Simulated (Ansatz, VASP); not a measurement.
**Bi in VASP and in Ansatz**

The input INCAR:

```
  PREC = Accurate
  ENCUT = 520
  EDIFF = 1E-6
  ISMEAR = 0
  SIGMA = 0.1
  LREAL = False
  LASPH = True
  NELM = 80
  ALGO = Fast
  ISIF = 2
  LWAVE = False
  LCHARG = False
  GGA = PE
  NBANDS = 14
```

The input KPOINTS:

```
Automatic mesh
0
Gamma
  9 9 9
```

POSCAR

```
Bi
1.0
   -1.9814305318      1.9814305318      1.9814305318
    1.9814305318     -1.9814305318      1.9814305318
    1.9814305318      1.9814305318     -1.9814305318
Bi
1
Direct
    0.0000000000      0.0000000000      0.0000000000
```

File input.yaml:

```yaml
crystal:
  lattice:
    - [-1.9814305318, 1.9814305318, 1.9814305318]
    - [1.9814305318, -1.9814305318, 1.9814305318]
    - [1.9814305318, 1.9814305318, -1.9814305318]
  atoms:
    - { symbol: Bi, position: [0.0, 0.0, 0.0] }
kpoints:
  mp_grid: { grid: [9, 9, 9] }
scf:
  occupations: { method: gaussian, width: 0.1 }
hamiltonian:
  xc: pbe
  pseudopotentials: { kind: all_electron, lapw: { basis_error: 0.001 } }
output:
  forces: true
  stress: true
  eigenvalues: true
```

Alike in both runs: task single point; functional PBE; k mesh 9 × 9 × 9; occupations gaussian, width 0.1 eV; no spin polarisation.

|  | VASP | Ansatz |
| --- | --- | --- |
| version | VASP 6.6.1 | Ansatz 0.2.0 |
| potentials or method | VASP PAW PBE potentials, release 64 (Bi_d), cutoff 520 eV | all-electron LAPW, scalar-relativistic |

Ansatz gave:

* gap on the k mesh at the Fermi level (eV): none
* pressure (GPa): 0.9

Problem. Which values does VASP return?

Solution. gap on the k mesh at the Fermi level (eV): none; pressure (GPa): 0.8.

A gap of «none» marks a metal or a gap that the smearing closes. Ansatz ran all-electron here, and VASP with PAW potentials.

Neither program's run includes spin-orbit coupling.
